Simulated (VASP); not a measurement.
Input of a VASP 6.6.1 run:

Contents of INCAR:

```
PREC = Accurate
ENCUT = 520
EDIFF = 1E-7
ISMEAR = -1
SIGMA = 0.08
LREAL = False
LASPH = True
NELM = 60
ALGO = Normal
ISIF = 2
LWAVE = False
LCHARG = False
GGA = CA
NBANDS = 19
```

The input KPOINTS:

```
regular mesh
0
Gamma
  15 15 8
```

The input POSCAR:

```
Cd
1.0
    2.9567594724      0.0000000000      0.0000000000
   -1.4783797362      2.5606288160      0.0000000000
    0.0000000000      0.0000000000      4.7905851713
Cd
2
Direct
    0.3333333333      0.6666666667      0.2500000000
    0.6666666667      0.3333333333      0.7500000000
```

Potentials or basis: VASP PAW LDA potentials, release 64 (Cd).

The run is started by

```sh
$ cat potpaw_LDA.64/Cd/POTCAR > POTCAR
$ mpirun -np 1 vasp_std > vasp.out
```

Predict the band gap on the k mesh.

zero (bands 12 and 13 overlap by 2.56 eV).

Predict the pressure.

8.5 GPa.

Caveat: the cell stands under pressure.
